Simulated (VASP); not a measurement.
**P2O (antifluorite type): single point with PBE**

Crystal: P2O (antifluorite type).

```
P O
1.0
     0.00000    2.75046    2.75046
     2.75046    0.00000    2.75046
     2.75046    2.75046    0.00000
P O
2 1
Direct
  0.25000 0.25000 0.25000
  0.75000 0.75000 0.75000
  0.00000 0.00000 0.00000
```

```json
{
  "Program": "VASP 6.6.1",
  "Task": "single point",
  "Functional": "PBE",
  "Potentials or basis": "VASP PAW PBE potentials, release 64 (P, O)",
  "Cutoff": "520 eV",
  "k mesh": "18 × 18 × 18",
  "Occupations": "fermi-dirac, width 0.0612256 eV",
  "Spin": "no spin polarisation"
}
```

* Pressure: -3.8 GPa
* Band gap on the k mesh: zero (bands 8 and 9 overlap by 3.08 eV)

Levels at points of the mesh, in eV from the Fermi level:
```
           k point  band 5  band 6  band 7  band 8  band 9  band 10  band 11  band 12
(0.00, 0.00, 0.00)   -4.39   -4.39   -2.28   -2.28   -2.28     3.40     3.40     3.40
(0.50, 0.00, 0.00)   -5.27   -1.69   -1.30   -1.30    0.74     1.86     2.00     2.00
(0.50, 0.50, 0.00)   -6.65   -4.71   -1.10    0.80    0.80     4.39     4.39     5.64
```

Wall time 3.2 min on 1 thread of Intel Xeon 8259CL (shared host), peak memory 0.24 GiB.

Caveat: the cell stands under tension.
